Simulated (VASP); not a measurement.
Write the native input for VASP 6.6.1 that does the following.

```
Task                   : single point
Functional             : PBE
Potentials or basis    : VASP PAW PBE potentials, release 64 (Pb_d, F)
Cutoff                 : 520 eV
k mesh                 : 10 × 10 × 10
Occupations            : gaussian, width 0.05 eV
Spin                   : no spin polarisation
Dipole correction      : no
Further INCAR settings : ALGO = Normal; EDIFF = 1e-06; NBANDS = 21
```

The structure of PbF2 lies in POSCAR:

```
PbF2
1.0
    2.1068482961      1.2163894309      3.4427620692
   -2.1068482961      1.2163894309      3.4427620692
    0.0000000000     -2.4327788618      3.4427620692
Pb F
1 2
Direct
    0.0000000000      0.0000000000      0.0000000000
    0.2499510902      0.2499510902      0.2499510902
    0.7500489098      0.7500489098      0.7500489098
```

The input as run:

INCAR

```
ALGO = Normal ; EDIFF = 1E-6
ENCUT = 520 ; GGA = PE
ISIF = 2 ; ISMEAR = 0
LASPH = T ; LCHARG = F
LREAL = F ; LWAVE = F
NBANDS = 21 ; NELM = 100
PREC = Accurate ; SIGMA = 0.05
```

KPOINTS

```
k-points
0
Gamma
  10 10 10
```

Potentials or basis: VASP PAW PBE potentials, release 64 (Pb_d, F).

Run with:

```bash
$ cat potpaw_PBE.64/Pb_d/POTCAR potpaw_PBE.64/F/POTCAR > POTCAR
$ mpirun -np 1 vasp_std > vasp.out
```

It gave:

```json
{
  "Pressure": "1.2 GPa",
  "Band gap on the k mesh": "4.43 eV (least direct gap 4.56 eV)"
}
```

Caveat: spin-orbit coupling is left out, which moves the levels of the heavy elements.

It took 2.9 min on 1 thread of Oxide Virtual Turin-like Processor, with other jobs on the host, peak memory 0.22 GiB.
